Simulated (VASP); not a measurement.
MgO, 2 atoms in the cell. The structure is cubic, space group Fm-3m (No. 225). The conventional cell has a = 4.187 Å, b = 4.187 Å, c = 4.187 Å, α = 90.00°, β = 90.00°, γ = 90.00°. Mg (site symmetry m-3m) has 6 O at 2.09 Å within 2.8 Å. Within 2.8 Å of O (site symmetry m-3m) lie 6 Mg at 2.09 Å. 

* Program: VASP 6.6.1
* Task: single point
* Functional: LDA
* Potentials or basis: VASP PAW LDA potentials, release 64 (Mg_sv, O)
* Cutoff: 840 eV
* k mesh: 10 × 10 × 10
* Occupations: gaussian, width 0.01 eV
* Spin: no spin polarisation
* Dipole correction: no
* Further INCAR settings: ALGO = Normal; EDIFF = 1e-06; NBANDS = 15

Potentials or basis: VASP PAW LDA potentials, release 64 (Mg_sv, O).

Run with:

```sh
$ cat potpaw_LDA.64/Mg_sv/POTCAR potpaw_LDA.64/O/POTCAR > POTCAR
$ mpirun -np 1 vasp_std > vasp.out
```

Hardware: 1 thread of AMD EPYC 9R45 96-Core Processor (Zen 5), with other jobs on the host.

**Question.** Estimate the wall time of this run.

**Answer.** It took 8.9 s on 1 thread of AMD EPYC 9R45 96-Core Processor (Zen 5), with other jobs on the host, peak memory 0.12 GiB. Counts: scf iterations 12, k points 47.
